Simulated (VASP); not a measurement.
Set up this calculation in VASP 6.6.1, as the native input.

* Task: single point
* Functional: PBE
* Potentials or basis: VASP PAW PBE potentials, release 64 (Mg)
* Cutoff: 600 eV
* k mesh: 15 × 15 × 8
* Occupations: methfessel-paxton, width 0.02 eV
* Spin: no spin polarisation
* Dipole correction: no
* Further INCAR settings: ALGO = Normal; EDIFF = 1e-06; NBANDS = 9

The structure of Mg lies in POSCAR:

```
Mg
1.0
    3.1942131353      0.0000000000      0.0000000000
   -1.5971065676      2.7662697202      0.0000000000
    0.0000000000      0.0000000000      5.1858067746
Mg
2
Direct
    0.3333333333      0.6666666667      0.2500000000
    0.6666666667      0.3333333333      0.7500000000
```

The input as run:

INCAR

```
  ALGO = Normal
  EDIFF = 1E-6
  ENCUT = 600
  GGA = PE
  GGA_COMPAT = False
  ISIF = 2
  ISMEAR = 1
  LASPH = True
  LCHARG = True
  LELF = True
  LREAL = False
  LVHAR = True
  LWAVE = False
  NBANDS = 9
  NELM = 120
  PREC = Accurate
  SIGMA = 0.02
```

KPOINTS

```
k-points
0
Gamma
  15 15 8
```

Potentials or basis: VASP PAW PBE potentials, release 64 (Mg).

The run is started by

```sh
$ cat potpaw_PBE.64/Mg/POTCAR > POTCAR
$ mpirun -np 1 vasp_std > vasp.out
```

Results of the run:

```yaml
Pressure: -0.1 GPa
Band_gap_on_the_k_mesh: zero (bands 2 and 3 overlap by 2.16 eV)
```

It took 76 s on 1 thread of Intel(R) Xeon(R) Platinum 8259CL CPU @ 2.50GHz (Skylake/Cascade Lake), with other jobs on the host, peak memory 0.21 GiB.
